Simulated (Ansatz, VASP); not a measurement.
PtS2 in VASP and in Ansatz

```
Pt S
1.0
     3.54320    0.00000    0.00000
    -1.77160    3.06850    0.00000
     0.00000    0.00000    5.03880
Pt S
1 2
Direct
  0.00000 0.00000 0.00000
  0.66667 0.33333 0.77300
  0.33333 0.66667 0.22700
```

Alike in both runs: task relaxation of cell and atoms; functional PBEsol; dispersion D4; k mesh 9 × 9 × 5; occupations fermi-dirac, width 0.05 eV; no spin polarisation.

|  | VASP | Ansatz |
| --- | --- | --- |
| version | VASP 6.6.1 | Ansatz 0.2.0 |
| potentials or method | VASP PAW PBE potentials, release 64 (Pt, S) | Ansatz PAW |
| plane-wave cutoff (eV) | 600 | 420 |
| valence electrons in the cell | 22 | 30 |

```csv
,VASP,Ansatz,Ansatz less VASP
relaxed volume (Å³/atom),16.48,16.44,-0.044
relaxed cell length with the largest relative difference (Å),4.493,4.477,-0.0158
```

VASP's potentials were made for PBE, not for PBEsol. VASP's potentials hold 22 valence electrons a cell and Ansatz's 30, so a difference there can come from the potentials and not from the codes.

Spin-orbit coupling is off throughout. Noted on Ansatz's run: the plane-wave basis is chosen anew once the cell has moved, so the energies of steps on either side of that aren't comparable.
